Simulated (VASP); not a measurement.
Wanted: the native input for a VASP 6.6.1 run.

```yaml
Task: single point
Functional: PBE
Potentials_or_basis: VASP PAW PBE potentials, release 64 (Re, Ag, Br)
Cutoff: 600 eV
k_mesh: 3 × 3 × 3
Occupations: gaussian, width 0.2243 eV
Spin: no spin polarisation
Hubbard_terms: Br p U = 1.62 eV
Dipole_correction: no
Further_INCAR_settings: ALGO = Normal; EDIFF = 1e-06; NBANDS = 46
```

The structure of ReAg2Br6 lies in POSCAR:

```
ReAg2Br6
1.0
    6.8592960000      0.0000000000      0.0000000000
   -3.4296480000      5.9403300000      0.0000000000
   -3.4296480000      1.9801100000      5.8196480000
Re Ag Br
1 2 6
Direct
    0.5000000000      0.5000000000      0.5001000000
    0.7657000000      0.2343000000      0.2970000000
    0.2343000000      0.7657000000      0.7030000000
    0.3721700000      0.2683300000      0.2564100000
    0.7316700000      0.8474300000      0.2564100000
    0.1525700000      0.6278300000      0.2564100000
    0.6278300000      0.7316700000      0.7435900000
    0.2683300000      0.1525700000      0.7435900000
    0.8474300000      0.3721700000      0.7435900000
```

These files were run (other wordings do the same):

INCAR

```
SYSTEM = ReAg2Br6
PREC = Accurate ; ENCUT = 600
EDIFF = 1E-6 ; ISMEAR = 0
SIGMA = 0.2243 ; LREAL = .False.
LASPH = .True. ; NELM = 200
ALGO = Normal ; ISIF = 2
LWAVE = .False. ; LCHARG = .False.
LMAXMIX = 4 ; LDAU = .True.
LDAUTYPE = 2 ; LDAUL = -1 -1 1
LDAUU = 0 0 1.62 ; LDAUJ = 0 0 0
LDAUPRINT = 1 ; GGA = PE
NBANDS = 46 ; GGA_COMPAT = .False.
```

KPOINTS

```
regular mesh
0
Gamma
  3 3 3
  0 0 0
```

Potentials or basis: VASP PAW PBE potentials, release 64 (Re, Ag, Br).

Run with:

```bash
$ cat potpaw_PBE.64/Re/POTCAR potpaw_PBE.64/Ag/POTCAR potpaw_PBE.64/Br/POTCAR > POTCAR
$ mpirun -np 1 vasp_std > vasp.out
```

It gave:

```yaml
Pressure: 3.1 GPa
Largest_force: 0.662 eV/Å
Band_gap_on_the_k_mesh: zero (an odd number of electrons rules out a gap without spin polarisation)
```

Caveat: the k points lie up to 0.37 Å⁻¹ apart, too coarse for converged energies and pressures of a metal; spin-orbit coupling is left out, which moves the levels of the heavy elements; an odd number of electrons without spin polarisation forces a metal; a magnetic or distorted state may lie lower; U without spin polarisation on a metal has little footing.

It took 3 min on 1 thread of Intel(R) Xeon(R) Platinum 8488C (Sapphire Rapids), with other jobs on the host, peak memory 0.51 GiB.
